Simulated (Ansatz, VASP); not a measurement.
Ca: VASP beside Ansatz

```
Ca
1.0
     3.36900    0.00000    0.00000
     0.00000    3.36900    0.00000
     0.00000    0.00000    3.36900
Ca
1
Direct
  0.00000 0.00000 0.00000
```

Alike in both runs: task single point; functional LDA; k mesh 11 × 11 × 11; occupations fermi-dirac, width 0.1 eV; no spin polarisation.

```csv
,VASP,Ansatz
version,VASP 6.6.1,Ansatz 0.2.0
potentials or method,"VASP PAW LDA potentials, release 64 (Ca_sv), cutoff 520 eV","plane waves (420 eV) with PAW, scalar-relativistic"
valence electrons in the cell,10,10
```

```tsv
	VASP	Ansatz	Ansatz less VASP
pressure (GPa)	0.0	0.0	+0.03
```

Ansatz warns that its potentials were made for another functional, while VASP's fit it. LDA's correlation is that of Perdew and Zunger in VASP and of Perdew and Wang (1992) in Ansatz.
